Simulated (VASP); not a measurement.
A run of VASP 6.6.1:

File INCAR:

```
PREC = Accurate
ENCUT = 600
EDIFF = 1E-6
ISMEAR = 0
SIGMA = 0.02
LREAL = False
LASPH = True
NELM = 60
ALGO = Normal
ISIF = 3
LWAVE = False
LCHARG = False
GGA = PE
IBRION = 2
NSW = 100
EDIFFG = -0.01
```

The input KPOINTS:

```
Automatic mesh
0
Gamma
  6 6 6
```

File POSCAR:

```
Si3N4
1.0
    4.1318986109      0.0000000000      0.0000000000
    0.0000000000      4.1318986109      0.0000000000
    0.0000000000      0.0000000000      4.1318986109
Si N
3 4
Direct
    0.0000000000      0.0000000000      0.5000000000
    0.0000000000      0.5000000000      0.0000000000
    0.5000000000      0.0000000000      0.0000000000
    0.2394986760      0.2394986760      0.2394986760
    0.2394986760      0.7605013240      0.7605013240
    0.7605013240      0.2394986760      0.7605013240
    0.7605013240      0.7605013240      0.2394986760
```

Potentials or basis: VASP PAW PBE potentials, release 64 (Si, N).

Command:

```console
$ cat potpaw_PBE.64/Si/POTCAR potpaw_PBE.64/N/POTCAR > POTCAR
$ mpirun -np 1 vasp_std > vasp.out
```

Hardware: 1 thread of Intel(R) Xeon(R) Platinum 8488C (Sapphire Rapids), with other jobs on the host.

How long does it take, and how much memory?

It took 49 s on 1 thread of Intel(R) Xeon(R) Platinum 8488C (Sapphire Rapids), on a shared host, peak memory 0.2 GiB. Counts: scf iterations 25, k points 20, ion steps 3.
